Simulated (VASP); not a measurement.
# AsPb4 (Im-3m) in VASP: notebook

Runs on AsPb4. Level: PBE. Tasks: relaxation of cell and atoms, single point.

Everything below comes from runs of VASP 6.6.1. Logs are shortened: lines on timing, memory, paths and dates and some standing lists are left out, and cuts for length are marked.

## (1) The cell of the first run

It takes space group Im-3m (No. 229, cubic). Conventional cell: a = 6.555 Å, b = 6.555 Å, c = 6.555 Å, α = 90.00°, β = 90.00°, γ = 90.00°. Within 3.7 Å of As (site symmetry m-3m) lie 8 Pb at 2.84 Å. Pb (site symmetry -3m) has 2 As at 2.84 Å and 6 Pb at 3.28 Å within 3.7 Å.

The cell was built from a structure type or drawn by symmetry, and may not be a known phase.

## (2) Relaxation of cell and atoms, PBE

File INCAR:

```
ALGO = Normal
EDIFF = 1E-6
EDIFFG = -0.04
ENCUT = 600
GGA = PE
IBRION = 2
ISIF = 3
ISMEAR = 0
LASPH = T
LCHARG = F
LREAL = F
LWAVE = F
NELM = 60
NSW = 90
PREC = Accurate
SIGMA = 0.1
```

File KPOINTS:

```
k-points
0
Gamma
  4 4 4
```

File POSCAR:

```
AsPb4
1.0
   -3.2775118600      3.2775118600      3.2775118600
    3.2775118600     -3.2775118600      3.2775118600
    3.2775118600      3.2775118600     -3.2775118600
As Pb
1 4
Direct
    0.0000000000      0.0000000000      0.0000000000
    0.5000000000      0.5000000000      0.5000000000
    0.5000000000      0.0000000000      0.0000000000
    0.0000000000      0.0000000000      0.5000000000
    0.0000000000      0.5000000000      0.0000000000
```

Potentials or basis: VASP PAW PBE potentials, release 64 (As, Pb_d).

Command:

```
> cat potpaw_PBE.64/As/POTCAR potpaw_PBE.64/Pb_d/POTCAR > POTCAR
> mpirun -np 1 vasp_std > vasp.out
```

OUTCAR:

```text
EDIFF = 1E-6
   EDIFFG = -0.04
   ENCUT = 600
   GGA = PE
   IBRION = 2
   ISIF = 3
   ISMEAR = 0
   LASPH = T
   LREAL = F
   NELM = 60
   NSW = 90
   PREC = Accurate

 ion  position               nearest neighbor table
   1  0.000  0.000  0.000-   2 2.84   3 2.84   4 2.84   5 2.84   4 2.84   5 2.84   3 2.84   2 2.84

   2  0.500  0.500  0.500-   1 2.84   1 2.84   4 3.28   5 3.28   3 3.28   5 3.28   4 3.28   3 3.28

   3  0.500  0.000  0.000-   1 2.84   1 2.84   4 3.28   5 3.28   2 3.28   2 3.28   4 3.28   5 3.28

   4  0.000  0.000  0.500-   1 2.84   1 2.84   3 3.28   5 3.28   2 3.28   5 3.28   3 3.28   2 3.28

   5  0.000  0.500  0.000-   1 2.84   1 2.84   3 3.28   4 3.28   2 3.28   4 3.28   2 3.28   3 3.28

  LATTYP: Found a body centered cubic cell.
 ALAT       =     6.5550237200

  Lattice vectors:

 A1 = (  -3.2775118600,   3.2775118600,   3.2775118600)
 A2 = (   3.2775118600,  -3.2775118600,   3.2775118600)
 A3 = (   3.2775118600,   3.2775118600,  -3.2775118600)

Analysis of symmetry for initial positions (statically):
=====================================================================
 Subroutine PRICEL returns:
 Original cell was already a primitive cell.

 Routine SETGRP: Setting up the symmetry group for a
 body centered cubic supercell.

 Subroutine GETGRP returns: Found 48 space group operations
 (whereof 48 operations were pure point group operations)
 out of a pool of 48 trial point group operations.

The static configuration has the point symmetry O_h .

Analysis of symmetry for dynamics (positions and initial velocities):
=====================================================================
 Subroutine PRICEL returns:
 Original cell was already a primitive cell.

 Routine SETGRP: Setting up the symmetry group for a
 body centered cubic supercell.

 Subroutine GETGRP returns: Found 48 space group operations
 (whereof 48 operations were pure point group operations)
 out of a pool of 48 trial point group operations.

The dynamic configuration has the point symmetry O_h .

 Subroutine INISYM returns: Found 48 space group operations
 (whereof 48 operations are pure point group operations),
 and found     1 'primitive' translations

----------------------------------------------------------------------------------------

                                     Primitive cell

  volume of cell :     140.8292

  direct lattice vectors                    reciprocal lattice vectors
    -3.277511860  3.277511860  3.277511860     0.000000000  0.152554749  0.152554749
     3.277511860 -3.277511860  3.277511860     0.152554749  0.000000000  0.152554749
     3.277511860  3.277511860 -3.277511860     0.152554749  0.152554749  0.000000000

  length of vectors
     5.676817064  5.676817064  5.676817064     0.215744995  0.215744995  0.215744995

  position of ions in fractional coordinates (direct lattice)
     0.000000000  0.000000000  0.000000000
     0.500000000  0.500000000  0.500000000
     0.500000000  0.000000000  0.000000000
     0.000000000  0.000000000  0.500000000
     0.000000000  0.500000000  0.000000000

  ion indices of the primitive-cell ions
   primitive index   ion index
                 1           1
                 2           2
                 3           3
                 4           4
                 5           5

----------------------------------------------------------------------------------------

 KPOINTS: k-points

Automatic generation of k-mesh.
 Grid dimensions read from file:
 generate k-points for:    4    4    4

 Generating k-lattice:

  Cartesian coordinates                     Fractional coordinates (reciprocal lattice)
     0.000000000  0.038138687  0.038138687     0.250000000  0.000000000  0.000000000
     0.038138687  0.000000000  0.038138687     0.000000000  0.250000000  0.000000000
     0.038138687  0.038138687  0.000000000     0.000000000  0.000000000  0.250000000

  Length of vectors
     0.053936249  0.053936249  0.053936249

  Shift w.r.t. Gamma in fractional coordinates (k-lattice)
     0.000000000  0.000000000  0.000000000

 Subroutine IBZKPT returns following result:
 ===========================================

 Found      8 irreducible k-points:

 Following reciprocal coordinates:
            Coordinates               Weight
  0.000000  0.000000  0.000000      1.000000
  0.250000  0.000000  0.000000     12.000000
  0.500000  0.000000  0.000000      6.000000
  0.250000  0.250000  0.000000     24.000000
  0.250000  0.250000  0.250000      2.000000
 -0.250000  0.250000  0.250000      6.000000
  0.500000  0.500000  0.250000     12.000000
  0.500000  0.500000  0.500000      1.000000
   k-points           NKPTS =      8   k-points in BZ     NKDIM =      8   number of bands    NBANDS=     36
   number of dos      NEDOS =    301   number of ions     NIONS =      5
   total plane-waves  NPLWV = 110592
   dimension x,y,z NGX =    48 NGY =   48 NGZ =   48
   dimension x,y,z NGXF=    96 NGYF=   96 NGZF=   96
   ions per type =               1   4
   NGX,Y,Z   is equivalent  to a cutoff of  14.06, 14.06, 14.06 a.u.
   NGXF,Y,Z  is equivalent  to a cutoff of  28.11, 28.11, 28.11 a.u.
 SYSTEM =  unknown system
   PREC   = accura    normal or accurate (medium, high low for compatibility)
   ISTART =      0    job   : 0-new  1-cont  2-samecut
   ICHARG =      2    charge: 1-file 2-atom 10-const
   ISPIN  =      1    spin polarized calculation?
   LNONCOLLINEAR =      F non collinear calculations
   LSORBIT =      F    spin-orbit coupling
   LASPH  =      T    aspherical Exc in radial PAW
   ENCUT  =  600.0 eV  44.10 Ry    6.64 a.u.  11.34 11.34 11.34*2*pi/ulx,y,z
   NELM   =     60;   NELMIN=  2; NELMDL= -5     # of ELM steps
   EDIFF  = 0.1E-05   stopping-criterion for ELM
   LREAL  =      F    real-space projection
   EDIFFG = -.4E-01   stopping-criterion for IOM
   NSW    =     90    number of steps for IOM
   IBRION =      2    ionic relax: 0-MD 1-quasi-New 2-CG
   NFREE  =      1    steps in history (QN), initial steepest desc. (CG)
   ISIF   =      3    stress and relaxation
   ISYM   =      2    0-nonsym 1-usesym 2-fastsym
   POTIM  = 0.5000    time-step for ionic-motion
   TEBEG  =    0.0;   TEEND  =   0.0 temperature during run
   PSTRESS=    0.0 pullay stress
   NELECT =      61.0000    total number of electrons
   NUPDOWN=      -1.0000    fix difference up-down
   EMIN   =  10.00;   EMAX   =-10.00  energy-range for DOS
   EFERMI =   0.00;   METHOD = LEGACY
   ISMEAR =     0;   SIGMA  =   0.10  broadening in eV -4-tet -1-fermi 0-gaus
   EFERMI_NEDOS =   21; number of points for ismear=-14 and -15
   IALGO  =     38    algorithm
   IMIX   =      4    mixing-type and parameters
     AMIX     =   0.40;   BMIX     =  1.00
     AMIX_MAG =   1.60;   BMIX_MAG =  1.00
  volume/ion in A,a.u.               =      28.17       190.07
  Fermi-wavevector in a.u.,A,eV,Ry     =   1.238665  2.340737 20.875294  1.534291
  Thomas-Fermi vector in A             =   2.373181
   LORBIT       =      0    0 simple, 1 ext, 2 COOP (PROOUT), +10 PAW based schemes
   GGA     = PE    functional components
   LHFCALC =     F    Hartree Fock is set to
   AEXX    =    0.0000 exact exchange contribution
   IVDW    =     0    specifies the selected vdW correction
   LEPSILON=     F    determine dielectric tensor
   LRPA    =     F    only Hartree local field effects (RPA)
 conjugate gradient relaxation of ions
 non-spin polarized calculation
 Gauss-broadening in eV      SIGMA  =   0.10
  energy-cutoff  :      600.00
  volume of cell :      140.83
 maximum number of plane-waves:      4729
 NGX is ok and might be reduce to    48
   NGX = 23   NGY = 23   NGZ = 23

--------------------------------------- Ionic step        1  -------------------------------------------

 number of electron      60.9999993 magnetization

 Free energy of the ion-electron system (eV)
  ---------------------------------------------------
  ext. energy  EPLUGINS =         0.00000000
  ---------------------------------------------------
  free energy    TOTEN  =       -16.59933024 eV

  energy without entropy =      -16.56423546  energy(sigma->0) =      -16.58178285

 E-fermi :   7.0950     XC(G=0): -10.0672

 val. band max:        7.0418435109   @ k =   0.5000   0.0000   0.0000
 cond. band min:       7.1167555381   @ k =   0.2500   0.2500   0.0000
 fundamental gap:      0.0749120272
 Fermi energy:         7.0950375301

 k-point     1 :       0.0000    0.0000    0.0000
  band No.  band energies     occupation
      1     -10.4354      2.00000
      2     -10.2931      2.00000
      3     -10.2931      2.00000
      4     -10.0950      2.00000
      5     -10.0950      2.00000
      6     -10.0855      2.00000
[... 28 lines left out ...]
     35       9.9011      0.00000
     36       9.9011      0.00000
[... 371 lines left out ...]
 POSITION                                       TOTAL-FORCE (eV/Angst)
 -----------------------------------------------------------------------------------
      0.00000     -0.00000      0.00000        -0.000000     -0.000000     -0.000000
      1.75853      1.75853      1.75853         0.000000     -0.000000      0.000000
     -1.75853      1.75853      1.75853        -0.000000     -0.000000     -0.000000
      1.75853      1.75853     -1.75853        -0.000000      0.000000     -0.000000
      1.75853     -1.75853      1.75853         0.000000      0.000000      0.000000
 -----------------------------------------------------------------------------------
    total drift:                                0.000000      0.000000     -0.000000

  FREE ENERGIE OF THE ION-ELECTRON SYSTEM (eV)
  ---------------------------------------------------
  free  energy   TOTEN  =       -17.6058495854 eV

  energy  without entropy=      -17.5535586652  energy(sigma->0) =      -17.57970413

--------------------------------------- Ionic step        4  -------------------------------------------

 number of electron      61.0000020 magnetization

 Free energy of the ion-electron system (eV)
  ---------------------------------------------------
  ext. energy  EPLUGINS =         0.00000000
  ---------------------------------------------------
  free energy    TOTEN  =       -17.60650547 eV

  energy without entropy =      -17.55525992  energy(sigma->0) =      -17.58088269

 E-fermi :   4.9023     XC(G=0):  -9.0760

 val. band max:        4.9003306241   @ k =   0.5000   0.5000   0.5000
 cond. band min:       4.9051558968   @ k =   0.5000   0.5000   0.2500
 fundamental gap:      0.0048252727
 Fermi energy:         4.9023331000

 k-point     1 :       0.0000    0.0000    0.0000
  band No.  band energies     occupation
      1     -12.2532      2.00000
      2     -12.2532      2.00000
      3     -12.2434      2.00000
      4     -12.1477      2.00000
      5     -12.1477      2.00000
      6     -12.1367      2.00000
[... 28 lines left out ...]
     35       7.9068      0.00000
     36       7.9068      0.00000
[... 284 lines left out ...]
 VOLUME and BASIS-vectors are now :
 -----------------------------------------------------------------------------
  energy-cutoff  :      600.00
  volume of cell :      175.16
      direct lattice vectors                 reciprocal lattice vectors
    -3.524726601  3.524726601  3.524726601     0.000000000  0.141854974  0.141854974
     3.524726601 -3.524726601  3.524726601     0.141854974  0.000000000  0.141854974
     3.524726601  3.524726601 -3.524726601     0.141854974  0.141854974  0.000000000

 POSITION                                       TOTAL-FORCE (eV/Angst)
 -----------------------------------------------------------------------------------
      0.00000     -0.00000      0.00000         0.000000     -0.000000      0.000000
      1.76236      1.76236      1.76236         0.000000     -0.000000      0.000000
      1.76236     -1.76236      5.28709         0.000000      0.000000     -0.000000
      1.76236      1.76236     -1.76236        -0.000000      0.000000     -0.000000
     -1.76236      1.76236      5.28709         0.000000     -0.000000      0.000000
 -----------------------------------------------------------------------------------
    total drift:                                0.000000      0.000000     -0.000000

  FREE ENERGIE OF THE ION-ELECTRON SYSTEM (eV)
  ---------------------------------------------------
  free  energy   TOTEN  =       -17.6065054725 eV

  energy  without entropy=      -17.5552599172  energy(sigma->0) =      -17.58088269

 reached required accuracy - stopping structural energy minimisation
```

Run time: 2.6 min. Hardware: 1 thread of Intel Xeon 6975P-C (Granite Rapids), shared host; peak memory 0.35 GiB.

What came out:

```yaml
Free_energy: -17.6065 eV
Relaxed_volume: 35.03 Å³/atom
Relaxed_cell: a = 6.105 Å, b = 6.105 Å, c = 6.105 Å, α = 109.47°, β = 109.47°, γ = 109.47°
Space_group_after_relaxing_to_0.1_Å: Im-3m (No. 229)
Energy_gained_by_relaxing: 201.4 meV/atom
Ionic_steps: 4
Pressure_after_relaxing: 0.0 GPa
Band_gap_on_the_k_mesh: zero (an odd number of electrons rules out a gap without spin polarisation)
```

The path:
```
step  energy change (eV)  largest force (eV/Å)  pressure (GPa)  volume (Å³)
   1              0.0000                0.0000           11.78       140.83
   2             -0.9275                0.0000           -1.96       187.38
   3             -1.0065                0.0000            0.20       174.02
   4             -1.0072                0.0000           -0.01       175.16
```

Final structure:
```
As Pb
1.0
    -3.52473    3.52473    3.52473
     3.52473   -3.52473    3.52473
     3.52473    3.52473   -3.52473
As Pb
1 4
Direct
  0.00000 0.00000 0.00000
  0.50000 0.50000 0.50000
  0.50000 0.00000 0.00000
  0.00000 0.00000 0.50000
  0.00000 0.50000 0.00000
```

Caveat: the volume moved by over 15 % at a fixed basis, so the end points are rough; spin-orbit coupling is left out, which moves the levels of the heavy elements.

## (3) Single point, PBE

This run uses another cell than the first one, of 34.52 Å³/atom.

File INCAR:

```
PREC = Accurate
ENCUT = 520
EDIFF = 1E-7
ISMEAR = 0
SIGMA = 0.1
LREAL = F
LASPH = T
NELM = 60
ALGO = Fast
ISIF = 2
LWAVE = F
LCHARG = F
GGA = PE
NBANDS = 38
```

File KPOINTS:

```
regular mesh
0
Gamma
  8 8 8
```

POSCAR, as its differences from that of step 2:

```diff
@@ -2,5 +2,5 @@
 1.0
-   -3.2775118600      3.2775118600      3.2775118600
-    3.2775118600     -3.2775118600      3.2775118600
-    3.2775118600      3.2775118600     -3.2775118600
+   -3.5074266966      3.5074266966      3.5074266966
+    3.5074266966     -3.5074266966      3.5074266966
+    3.5074266966      3.5074266966     -3.5074266966
 As Pb
```

Potentials or basis: VASP PAW PBE potentials, release 64 (As, Pb_d).

Command:

```
> cat potpaw_PBE.64/As/POTCAR potpaw_PBE.64/Pb_d/POTCAR > POTCAR
> mpirun -np 1 vasp_std > vasp.out
```

Run time: 3.5 min. Hardware: 1 thread of Intel Xeon 6975P-C (Granite Rapids), shared host; peak memory 0.4 GiB.

Results (log left out):

- Free energy: -17.9248 eV
- Pressure: 0.0 GPa
- Band gap on the k mesh: zero (an odd number of electrons rules out a gap without spin polarisation)

Levels at points of the mesh, in eV from the Fermi level:
```csv
k point,band 28,band 29,band 30,band 31,band 32,band 33
"(0.00, 0.00, 0.00)",-4.13,-1.53,-1.53,-1.53,2.44,2.44
"(0.50, 0.00, 0.00)",-1.43,-0.87,0.00,0.09,0.15,1.18
"(0.50, 0.50, 0.50)",-0.38,-0.38,-0.38,0.03,0.03,0.03
```

Caveat: spin-orbit coupling is left out, which moves the levels of the heavy elements.

## (4) Relaxation of cell and atoms, PBE

This run uses another cell than the first one, of 35.15 Å³/atom.

File INCAR:

```
SYSTEM = AsPb4
PREC = Accurate
ENCUT = 600
EDIFF = 1E-6
ISMEAR = 0
SIGMA = 0.1
LREAL = .False.
LASPH = .True.
NELM = 80
ALGO = Fast
ISIF = 3
LWAVE = .False.
LCHARG = .False.
GGA = PE
IBRION = 2
NSW = 100
EDIFFG = -0.01
```

File KPOINTS:

```
regular mesh
0
Gamma
  8 8 8
  0 0 0
```

POSCAR, as its differences from that of step 3:

```diff
@@ -2,5 +2,5 @@
 1.0
-   -3.5074266966      3.5074266966      3.5074266966
-    3.5074266966     -3.5074266966      3.5074266966
-    3.5074266966      3.5074266966     -3.5074266966
+   -3.5286822245      3.5286822245      3.5286822245
+    3.5286822245     -3.5286822245      3.5286822245
+    3.5286822245      3.5286822245     -3.5286822245
 As Pb
```

Command:

```
> cat potpaw_PBE.64/As/POTCAR potpaw_PBE.64/Pb_d/POTCAR > POTCAR
> mpirun -np 1 vasp_std > vasp.out
```

Run time: 7.3 min. Hardware: 1 thread of Intel Xeon 6975P-C (Granite Rapids), shared host; peak memory 0.49 GiB.

Results (log left out):

```yaml
Free_energy: -17.9253 eV
Relaxed_volume: 34.56 Å³/atom
Relaxed_cell: a = 6.078 Å, b = 6.078 Å, c = 6.078 Å, α = 109.47°, β = 109.47°, γ = 109.47°
Space_group_after_relaxing_to_0.1_Å: Im-3m (No. 229)
Energy_gained_by_relaxing: 1.1 meV/atom
Ionic_steps: 3
Pressure_after_relaxing: 0.0 GPa
Band_gap_on_the_k_mesh: zero (an odd number of electrons rules out a gap without spin polarisation)
```

The path:
| step | energy change (eV) | largest force (eV/Å) | pressure (GPa) | volume (Å³) |
| --- | --- | --- | --- | --- |
| 1 | 0.0000 | 0.0000 | -0.58 | 175.75 |
| 2 | -0.0053 | 0.0000 | 0.05 | 172.55 |
| 3 | -0.0053 | 0.0000 | 0.03 | 172.81 |

Final structure:
```cif
data_structure
_symmetry_space_group_name_H-M 'P 1'
_symmetry_Int_Tables_number 1
_cell_length_a 6.0776
_cell_length_b 6.0776
_cell_length_c 6.0776
_cell_angle_alpha 109.471
_cell_angle_beta 109.471
_cell_angle_gamma 109.471
_cell_volume 172.81
loop_
_atom_site_label
_atom_site_type_symbol
_atom_site_fract_x
_atom_site_fract_y
_atom_site_fract_z
_atom_site_occupancy
As1 As 0.00000 0.00000 0.00000 1
Pb1 Pb 0.50000 0.50000 0.50000 1
Pb2 Pb 0.50000 0.00000 0.00000 1
Pb3 Pb 0.00000 0.00000 0.50000 1
Pb4 Pb 0.00000 0.50000 0.00000 1
```

Levels at points of the mesh, in eV from the Fermi level:
| k point | band 28 | band 29 | band 30 | band 31 | band 32 | band 33 |
| --- | --- | --- | --- | --- | --- | --- |
| (0.00, 0.00, 0.00) | -4.13 | -1.53 | -1.53 | -1.53 | 2.44 | 2.44 |
| (0.50, 0.00, 0.00) | -1.42 | -0.87 | 0.00 | 0.09 | 0.16 | 1.18 |
| (0.50, 0.50, 0.50) | -0.38 | -0.38 | -0.38 | 0.03 | 0.03 | 0.03 |

Caveat: spin-orbit coupling is left out, which moves the levels of the heavy elements.

## (5) Summary

| task | cell | k mesh | cutoff (eV) | gap on the mesh (eV) | pressure (GPa) | relaxed volume (Å³/atom) |
| --- | --- | --- | --- | --- | --- | --- |
| relaxation of cell and atoms | relaxed from a = 5.677 Å, angles 109.5°, 5 atoms | 4 × 4 × 4 | 600 | none | 0.0 | 35.03 |
| single point | a = 6.075 Å, angles 109.5°, 5 atoms | 8 × 8 × 8 | 520 | none | 0.0 | - |
| relaxation of cell and atoms | relaxed from a = 6.112 Å, angles 109.5°, 5 atoms | 8 × 8 × 8 | 600 | none | 0.0 | 34.56 |

Alike in all rows: level PBE; potentials or basis VASP PAW PBE potentials, release 64 (As, Pb_d); no spin polarisation; smearing gaussian 0.1 eV.

Caveats: spin-orbit coupling is left out, which moves the levels of the heavy elements; the volume moved by over 15 % at a fixed basis, so the end points are rough (at least some runs).

Absolute energies hang on the potentials; compare differences alone.
